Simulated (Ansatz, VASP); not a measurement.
## One calculation of K, two programs

```xyz
3
Lattice="7.3867 0.0000 0.0000 -3.6934 6.3971 0.0000 0.0000 0.0000 4.5281" Properties=species:S:1:pos:R:3 pbc="T T T"
K     0.0000    0.0000    0.0000
K     0.0000    4.2647    2.2640
K     3.6934    2.1324    2.2640
```

Alike in both runs: task relaxation of cell and atoms; functional BLYP; k mesh 5 × 5 × 7; occupations fermi-dirac, width 0.1 eV; no spin polarisation.

|  | VASP | Ansatz |
| --- | --- | --- |
| version | VASP 6.6.1 | Ansatz 0.2.0 |
| potentials or method | VASP PAW PBE potentials, release 64 (K_sv), cutoff 600 eV | plane waves (420 eV) with PAW, scalar-relativistic |
| valence electrons in the cell | 27 | 27 |

Ansatz gave:

```
relaxed volume (Å³/atom)                                        : 76.58
relaxed length of the cell vector where the two differ most in proportion (Å) : 4.563
```

Q: Which values does VASP return?

A: Relaxed volume (Å³/atom): 76.48; relaxed length of the cell vector where the two differ most in proportion (Å): 4.560.

VASP's potentials were made for PBE, not for BLYP.
